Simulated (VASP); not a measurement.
# Si7B in VASP: further runs

Runs on Si7B. Level: PBE. Tasks: single point.

Everything below comes from runs of VASP 6.6.1. Logs are shortened: lines on timing, memory, paths and dates and some standing lists are left out, and cuts for length are marked.

## Step 1: The cell of the first run

The structure is tetragonal, space group P4 (No. 75). Conventional cell: a = 5.128 Å, b = 5.128 Å, c = 4.561 Å, α = 90.00°, β = 90.00°, γ = 90.00°. Within 3.1 Å of Si (site symmetry 4) lie 2 B at 2.26 to 2.30 Å and 12 Si at 2.56 to 3.10 Å. Within 2.8 Å of Si (site symmetry 1) lie 1 B at 2.10 Å and 5 Si at 2.41 to 2.62 Å. Within 3.7 Å of Si (site symmetry 2) lie 14 Si at 2.56 to 3.63 Å and 4 B at 3.42 to 3.44 Å. Within 2.8 Å of B (site symmetry 4) lie 6 Si at 2.10 to 2.30 Å.

The cell was built from a structure type or drawn by symmetry, and may not be a known phase.

## Step 2: Single point, PBE

File INCAR:

```
SYSTEM = Si7B
  ALGO = Normal
  EDIFF = 1E-6
  ENCUT = 500
  GGA = PE
  GGA_COMPAT = .FALSE.
  ISIF = 2
  ISMEAR = 0
  LASPH = .TRUE.
  LCHARG = .FALSE.
  LREAL = .FALSE.
  LWAVE = .FALSE.
  NBANDS = 26
  NELM = 120
  PREC = Accurate
  SIGMA = 0.2
```

File KPOINTS:

```
k-points
0
G
  3 3 3
  0 0 0
```

File POSCAR:

```
Si7B
1.0
    5.1282163487      0.0000000000      0.0000000000
    0.0000000000      5.1282163487      0.0000000000
    0.0000000000      0.0000000000      4.5612120676
Si B
7 1
Direct
    0.0000000000      0.0000000000      0.9165602913
    0.7997040231      0.6439403059      0.4168527087
    0.2002959769      0.3560596941      0.4168527087
    0.3560596941      0.7997040231      0.4168527087
    0.6439403059      0.2002959769      0.4168527087
    0.0000000000      0.5000000000     -0.0809543741
    0.5000000000      0.0000000000     -0.0809543741
    0.0000000000      0.0000000000      0.4218564820
```

Potentials or basis: VASP PAW PBE potentials, release 64 (Si, B).

Command:

```
$ cat potpaw_PBE.64/Si/POTCAR potpaw_PBE.64/B/POTCAR > POTCAR
$ mpirun -np 1 vasp_std > vasp.out
```

OUTCAR:

```text
SYSTEM = Si7B
   EDIFF = 1E-6
   ENCUT = 500
   GGA = PE
   ISIF = 2
   ISMEAR = 0
   LASPH = .TRUE.
   LREAL = .FALSE.
   NELM = 120
   PREC = Accurate

 ion  position               nearest neighbor table
   1  0.000  0.000  0.917-   8 2.26   8 2.30   7 2.56   6 2.56   6 2.56   7 2.56   3 3.10   4 3.10
                             5 3.10   2 3.10   4 3.10   5 3.10   2 3.10   3 3.10
   2  0.800  0.644  0.417-   8 2.10   5 2.41   4 2.41   3 2.53   6 2.60   6 2.62   4 2.96   5 2.96
                             1 3.10   1 3.10
   3  0.200  0.356  0.417-   8 2.10   5 2.41   4 2.41   2 2.53   6 2.60   6 2.62   4 2.96   5 2.96
                             1 3.10   1 3.10
   4  0.356  0.800  0.417-   8 2.10   3 2.41   2 2.41   5 2.53   7 2.60   7 2.62   3 2.96   2 2.96
                             1 3.10   1 3.10
   5  0.644  0.200  0.417-   8 2.10   3 2.41   2 2.41   4 2.53   7 2.60   7 2.62   3 2.96   2 2.96
                             1 3.10   1 3.10
   6  0.000  0.500  0.919-   1 2.56   1 2.56   3 2.60   2 2.60   3 2.62   2 2.62
   7  0.500  0.000  0.919-   1 2.56   1 2.56   5 2.60   4 2.60   5 2.62   4 2.62
   8  0.000  0.000  0.422-   2 2.10   3 2.10   4 2.10   5 2.10   1 2.26   1 2.30

  LATTYP: Found a simple tetragonal cell.
 ALAT       =     5.1282163487
 C/A-ratio  =     0.8894344071

  Lattice vectors:

 A1 = (   5.1282163487,   0.0000000000,   0.0000000000)
 A2 = (   0.0000000000,   5.1282163487,   0.0000000000)
 A3 = (   0.0000000000,   0.0000000000,   4.5612120676)

Analysis of symmetry for initial positions (statically):
=====================================================================
 Subroutine PRICEL returns:
 Original cell was already a primitive cell.

 Routine SETGRP: Setting up the symmetry group for a
 simple tetragonal supercell.

 Subroutine GETGRP returns: Found  4 space group operations
 (whereof  4 operations were pure point group operations)
 out of a pool of 16 trial point group operations.

The static configuration has the point symmetry     .

Analysis of symmetry for dynamics (positions and initial velocities):
=====================================================================
 Subroutine PRICEL returns:
 Original cell was already a primitive cell.

 Routine SETGRP: Setting up the symmetry group for a
 simple tetragonal supercell.

 Subroutine GETGRP returns: Found  4 space group operations
 (whereof  4 operations were pure point group operations)
 out of a pool of 16 trial point group operations.

[... 98 lines left out ...]
   NFREE  =      0    steps in history (QN), initial steepest desc. (CG)
   ISIF   =      2    stress and relaxation
   ISYM   =      2    0-nonsym 1-usesym 2-fastsym
   POTIM  = 0.5000    time-step for ionic-motion
   TEBEG  =    0.0;   TEEND  =   0.0 temperature during run
   PSTRESS=    0.0 pullay stress
   NELECT =      31.0000    total number of electrons
   NUPDOWN=      -1.0000    fix difference up-down
   EMIN   =  10.00;   EMAX   =-10.00  energy-range for DOS
   EFERMI =   0.00;   METHOD = LEGACY
   ISMEAR =     0;   SIGMA  =   0.20  broadening in eV -4-tet -1-fermi 0-gaus
   EFERMI_NEDOS =   21; number of points for ismear=-14 and -15
   IALGO  =     38    algorithm
   IMIX   =      4    mixing-type and parameters
     AMIX     =   0.40;   BMIX     =  1.00
     AMIX_MAG =   1.60;   BMIX_MAG =  1.00
  volume/ion in A,a.u.               =      14.99       101.19
  Fermi-wavevector in a.u.,A,eV,Ry     =   1.042776  1.970561 14.794731  1.087382
  Thomas-Fermi vector in A             =   2.177456
   LORBIT       =      0    0 simple, 1 ext, 2 COOP (PROOUT), +10 PAW based schemes
   GGA     = PE    functional components
   LHFCALC =     F    Hartree Fock is set to
   AEXX    =    0.0000 exact exchange contribution
   IVDW    =     0    specifies the selected vdW correction
   LEPSILON=     F    determine dielectric tensor
   LRPA    =     F    only Hartree local field effects (RPA)
 non-spin polarized calculation
 Gauss-broadening in eV      SIGMA  =   0.20
  energy-cutoff  :      500.00
  volume of cell :      119.95
 maximum number of plane-waves:      3093
 NGX is ok and might be reduce to    40
   NGX = 19   NGY = 19   NGZ = 17

 number of electron      31.0000000 magnetization

 Free energy of the ion-electron system (eV)
  ---------------------------------------------------
  ext. energy  EPLUGINS =         0.00000000
  ---------------------------------------------------
  free energy    TOTEN  =       -40.32771609 eV

  energy without entropy =      -40.24513188  energy(sigma->0) =      -40.28642399

 E-fermi :   8.3099     XC(G=0): -10.6532

 val. band max:        8.3075986712   @ k =   0.3333   0.0000   0.0000
 cond. band min:       8.3561219532   @ k =   0.0000   0.0000   0.3333
 fundamental gap:      0.0485232820
 Fermi energy:         8.3098594937

 k-point     1 :       0.0000    0.0000    0.0000
  band No.  band energies     occupation
      1      -5.6649      2.00000
      2      -1.1115      2.00000
      3      -0.1405      2.00000
      4      -0.0871      2.00000
      5      -0.0871      2.00000
      6       1.1555      2.00000
[... 163 lines left out ...]
     25      13.0612      0.00000
     26      13.2547      0.00000

------------------------ aborting loop because EDIFF is reached ----------------------------------------

  FORCE on cell =-STRESS in cart. coord.  units (eV):
  Direction    XX          YY          ZZ          XY          YZ          ZX
  --------------------------------------------------------------------------------------
  -------------------------------------------------------------------------------------
  Total        0.0243448      0.0243448      0.0173276     -0.0000000     -0.0000000      0.0000000
  in kB        0.3251650      0.3251650      0.2314390     -0.0000006     -0.0000000      0.0000000
  external PRESSURE =       0.2939230 kB  Pullay stress =       0.0000000 kB

 VOLUME and BASIS-vectors are now :
 -----------------------------------------------------------------------------
  energy-cutoff  :      500.00
  volume of cell :      119.95
      direct lattice vectors                 reciprocal lattice vectors
     5.128216349  0.000000000  0.000000000     0.194999573  0.000000000  0.000000000
     0.000000000  5.128216349  0.000000000     0.000000000  0.194999573  0.000000000
     0.000000000  0.000000000  4.561212068     0.000000000  0.000000000  0.219239971

 POSITION                                       TOTAL-FORCE (eV/Angst)
 -----------------------------------------------------------------------------------
      0.00000      0.00000      4.18063         0.000000     -0.000000      0.024828
      4.10106      3.30227      1.90135         0.044307      0.007115      0.015345
      1.02716      1.82595      1.90135        -0.044307     -0.007115      0.015345
      1.82595      4.10106      1.90135        -0.007115      0.044307      0.015345
      3.30227      1.02716      1.90135         0.007115     -0.044307      0.015345
      0.00000      2.56411      4.19196         0.000000      0.000000     -0.040817
      2.56411      0.00000      4.19196         0.000000      0.000000     -0.040817
      0.00000      0.00000      1.92418         0.000000      0.000000     -0.004572
 -----------------------------------------------------------------------------------
    total drift:                               -0.000000      0.000000     -0.000061

  FREE ENERGIE OF THE ION-ELECTRON SYSTEM (eV)
  ---------------------------------------------------
  free  energy   TOTEN  =       -40.3277160928 eV

  energy  without entropy=      -40.2451318790  energy(sigma->0) =      -40.28642399
```

It took 16 s on 1 thread of Intel Xeon Platinum 8488C (Sapphire Rapids), shared host; peak memory 0.22 GiB.

What came out:

* Free energy: -40.3277 eV
* Pressure: 0.0 GPa
* Largest force: 0.047 eV/Å
* Band gap on the k mesh: zero (an odd number of electrons rules out a gap without spin polarisation)

Forces on the atoms (eV/Å):
```
Si   0.000  0.000  0.025
Si   0.044  0.007  0.015
Si  -0.044 -0.007  0.015
Si  -0.007  0.044  0.015
Si   0.007 -0.044  0.015
Si   0.000  0.000 -0.041
Si   0.000  0.000 -0.041
B    0.000  0.000 -0.005
```

Levels at points of the mesh, in eV from the Fermi level:
```
           k point  band 12  band 13  band 14  band 15  band 16  band 17  band 18  band 19
(0.00, 0.00, 0.00)    -2.69    -2.01    -1.97    -1.97    -1.75    -0.38    -0.38     0.20
```

Caveat: the k points lie up to 0.46 Å⁻¹ apart, too coarse for converged energies and pressures of a metal.

## Step 3: Single point, PBE

This run uses another cell than the first one, of 20.42 Å³/atom.

File INCAR:

```
SYSTEM = Si7B
PREC = Accurate
ENCUT = 500
EDIFF = 1E-6
ISMEAR = 0
SIGMA = 0.2
LREAL = .FALSE.
LASPH = .TRUE.
NELM = 120
ALGO = Normal
ISIF = 2
LWAVE = .FALSE.
LCHARG = .TRUE.
GGA = PE
LELF = .TRUE.
LVHAR = .TRUE.
NBANDS = 26
GGA_COMPAT = .FALSE.
```

File KPOINTS:

```
Automatic mesh
0
G
  3 3 3
  0 0 0
```

File POSCAR:

```
Si7B
1.0
    5.9456267947      0.0000000000      0.0000000000
    0.0000000000      5.9456267947      0.0000000000
    0.0000000000      0.0000000000      4.6220326425
Si B
7 1
Direct
    0.0000000000      0.0000000000      0.0000000000
    0.8354369356      0.3780584429      0.0000000000
    0.1645630644      0.6219415571      0.0000000000
    0.6219415571      0.8354369356      0.0000000000
    0.3780584429      0.1645630644      0.0000000000
    0.5000000000      0.5000000000      0.2609804290
    0.5000000000      0.5000000000      0.7390195710
    0.0000000000      0.0000000000      0.5000000000
```

Potentials or basis: VASP PAW PBE potentials, release 64 (Si, B).

Command:

```
$ cat potpaw_PBE.64/Si/POTCAR potpaw_PBE.64/B/POTCAR > POTCAR
$ mpirun -np 1 vasp_std > vasp.out
```

OUTCAR:

```text
SYSTEM = Si7B
   PREC = Accurate
   ENCUT = 500
   EDIFF = 1E-6
   ISMEAR = 0
   LREAL = .FALSE.
   LASPH = .TRUE.
   NELM = 120
   ISIF = 2
   GGA = PE

 ion  position               nearest neighbor table
   1  0.000  0.000  0.000-   8 2.31   8 2.31   4 2.45   5 2.45   2 2.45   3 2.45
   2  0.835  0.378  0.000-   3 2.44   6 2.44   7 2.44   1 2.45   4 3.00   5 3.00
   3  0.165  0.622  0.000-   2 2.44   6 2.44   7 2.44   1 2.45   4 3.00   5 3.00
   4  0.622  0.835  0.000-   5 2.44   6 2.44   7 2.44   1 2.45   3 3.00   2 3.00
   5  0.378  0.165  0.000-   4 2.44   6 2.44   7 2.44   1 2.45   3 3.00   2 3.00
   6  0.500  0.500  0.261-   7 2.21   7 2.41   4 2.44   5 2.44   2 2.44   3 2.44
   7  0.500  0.500  0.739-   6 2.21   6 2.41   3 2.44   4 2.44   5 2.44   2 2.44
   8  0.000  0.000  0.500-   1 2.31   1 2.31

  LATTYP: Found a simple tetragonal cell.
 ALAT       =     5.9456267947
 C/A-ratio  =     0.7773835799

  Lattice vectors:

 A1 = (   5.9456267947,   0.0000000000,   0.0000000000)
 A2 = (   0.0000000000,   5.9456267947,   0.0000000000)
 A3 = (   0.0000000000,   0.0000000000,   4.6220326425)

Analysis of symmetry for initial positions (statically):
=====================================================================
 Subroutine PRICEL returns:
 Original cell was already a primitive cell.

 Routine SETGRP: Setting up the symmetry group for a
 simple tetragonal supercell.

 Subroutine GETGRP returns: Found  8 space group operations
 (whereof  8 operations were pure point group operations)
 out of a pool of 16 trial point group operations.

The static configuration has the point symmetry C_4h.

Analysis of symmetry for dynamics (positions and initial velocities):
=====================================================================
 Subroutine PRICEL returns:
 Original cell was already a primitive cell.

 Routine SETGRP: Setting up the symmetry group for a
 simple tetragonal supercell.

 Subroutine GETGRP returns: Found  8 space group operations
[... 121 lines left out ...]
   GGA     = PE    functional components
   LHFCALC =     F    Hartree Fock is set to
   AEXX    =    0.0000 exact exchange contribution
   IVDW    =     0    specifies the selected vdW correction
   LEPSILON=     F    determine dielectric tensor
   LRPA    =     F    only Hartree local field effects (RPA)
 non-spin polarized calculation
 Gauss-broadening in eV      SIGMA  =   0.20
  energy-cutoff  :      500.00
  volume of cell :      163.39
 maximum number of plane-waves:      4167
 NGX is ok and might be reduce to    48
   NGX = 21   NGY = 21   NGZ = 17

 number of electron      30.9999999 magnetization

 Free energy of the ion-electron system (eV)
  ---------------------------------------------------
  ext. energy  EPLUGINS =         0.00000000
  ---------------------------------------------------
  free energy    TOTEN  =       -37.07449480 eV

  energy without entropy =      -37.00450954  energy(sigma->0) =      -37.03950217

 E-fermi :   4.8466     XC(G=0):  -9.0971

 val. band max:        4.7301318416   @ k =   0.3333   0.0000   0.3333
 cond. band min:       4.8793173837   @ k =   0.3333   0.0000   0.0000
 fundamental gap:      0.1491855421
 Fermi energy:         4.8465516358

 k-point     1 :       0.0000    0.0000    0.0000
  band No.  band energies     occupation
      1      -7.8065      2.00000
      2      -4.9314      2.00000
      3      -2.8624      2.00000
      4      -2.8624      2.00000
      5      -2.4213      2.00000
      6      -1.1213      2.00000
[... 163 lines left out ...]
     25       9.3882      0.00000
     26      10.3325      0.00000

------------------------ aborting loop because EDIFF is reached ----------------------------------------

  FORCE on cell =-STRESS in cart. coord.  units (eV):
  Direction    XX          YY          ZZ          XY          YZ          ZX
  --------------------------------------------------------------------------------------
  -------------------------------------------------------------------------------------
  Total        0.5505957      0.5505957     -0.1471432      0.0000000      0.0000000     -0.0000000
  in kB        5.3990222      5.3990222     -1.4428543      0.0000002      0.0000000     -0.0000000
  external PRESSURE =       3.1183967 kB  Pullay stress =       0.0000000 kB

 VOLUME and BASIS-vectors are now :
 -----------------------------------------------------------------------------
  energy-cutoff  :      500.00
  volume of cell :      163.39
      direct lattice vectors                 reciprocal lattice vectors
     5.945626795  0.000000000  0.000000000     0.168190846  0.000000000  0.000000000
     0.000000000  5.945626795  0.000000000     0.000000000  0.168190846  0.000000000
     0.000000000  0.000000000  4.622032642     0.000000000  0.000000000  0.216355028

 POSITION                                       TOTAL-FORCE (eV/Angst)
 -----------------------------------------------------------------------------------
      0.00000      0.00000      0.00000         0.000000      0.000000      0.000000
      4.96720      2.24779      0.00000         0.050143     -0.024254      0.000000
      0.97843      3.69783      0.00000        -0.050143      0.024254      0.000000
      3.69783      4.96720      0.00000         0.024254      0.050143     -0.000000
      2.24779      0.97843      0.00000        -0.024254     -0.050143      0.000000
      2.97281      2.97281      1.20626         0.000000      0.000000      0.031858
      2.97281      2.97281      3.41577         0.000000      0.000000     -0.031858
      0.00000      0.00000      2.31102         0.000000      0.000000      0.000000
 -----------------------------------------------------------------------------------
    total drift:                                0.000000     -0.000000      0.000000

  FREE ENERGIE OF THE ION-ELECTRON SYSTEM (eV)
  ---------------------------------------------------
  free  energy   TOTEN  =       -37.0744947991 eV

  energy  without entropy=      -37.0045095433  energy(sigma->0) =      -37.03950217
```

OSZICAR:

```text
N       E                     dE             d eps       ncg     rms          rms(c)
DAV:   1     0.599553504896E+02    0.59955E+02   -0.10885E+04   312   0.909E+02
DAV:   2    -0.331035183907E+02   -0.93059E+02   -0.85669E+02   382   0.142E+02
DAV:   3    -0.381037587259E+02   -0.50002E+01   -0.47713E+01   416   0.289E+01
DAV:   4    -0.381941105239E+02   -0.90352E-01   -0.90179E-01   406   0.462E+00
DAV:   5    -0.381964828065E+02   -0.23723E-02   -0.23706E-02   422   0.738E-01    0.888E+00
DAV:   6    -0.372828765854E+02    0.91361E+00   -0.24969E+00   380   0.640E+00    0.512E+00
DAV:   7    -0.371306100797E+02    0.15227E+00   -0.61953E-01   368   0.367E+00    0.345E+00
DAV:   8    -0.370718550070E+02    0.58755E-01   -0.22837E-01   352   0.186E+00    0.489E-01
DAV:   9    -0.370729976566E+02   -0.11426E-02   -0.17668E-02   378   0.601E-01    0.268E-01
DAV:  10    -0.370739338940E+02   -0.93624E-03   -0.25836E-03   384   0.217E-01    0.161E-01
DAV:  11    -0.370743799690E+02   -0.44607E-03   -0.56145E-04   358   0.104E-01    0.473E-02
DAV:  12    -0.370744813742E+02   -0.10141E-03   -0.12205E-04   342   0.462E-02    0.140E-02
DAV:  13    -0.370744880353E+02   -0.66611E-05   -0.12493E-05   388   0.152E-02    0.829E-03
DAV:  14    -0.370744945838E+02   -0.65484E-05   -0.98271E-06   338   0.125E-02    0.293E-03
DAV:  15    -0.370744947991E+02   -0.21531E-06   -0.23648E-07   184   0.229E-03
   1 F= -.37074495E+02 E0= -.37039502E+02  d E =-.699853E-01
```

Wall time 23 s (1 thread of Intel Xeon Platinum 8488C (Sapphire Rapids), shared host); peak memory 0.26 GiB.

What came out:

| Quantity | Value |
| --- | --- |
| Free energy | -37.0745 eV |
| Pressure | 0.3 GPa |
| Largest force | 0.056 eV/Å |
| Band gap on the k mesh | zero (an odd number of electrons rules out a gap without spin polarisation) |

Forces in eV/Å, atoms in the order of the input:
```
Si   0.000  0.000  0.000
Si   0.050 -0.024  0.000
Si  -0.050  0.024  0.000
Si   0.024  0.050  0.000
Si  -0.024 -0.050  0.000
Si   0.000  0.000  0.032
Si   0.000  0.000 -0.032
B    0.000  0.000  0.000
```

Stress tensor (GPa, compression positive):
```
 0.54  0.00  0.00
 0.00  0.54  0.00
 0.00  0.00 -0.14
```

Caveat: the k points lie up to 0.45 Å⁻¹ apart, too coarse for converged energies and pressures of a metal.
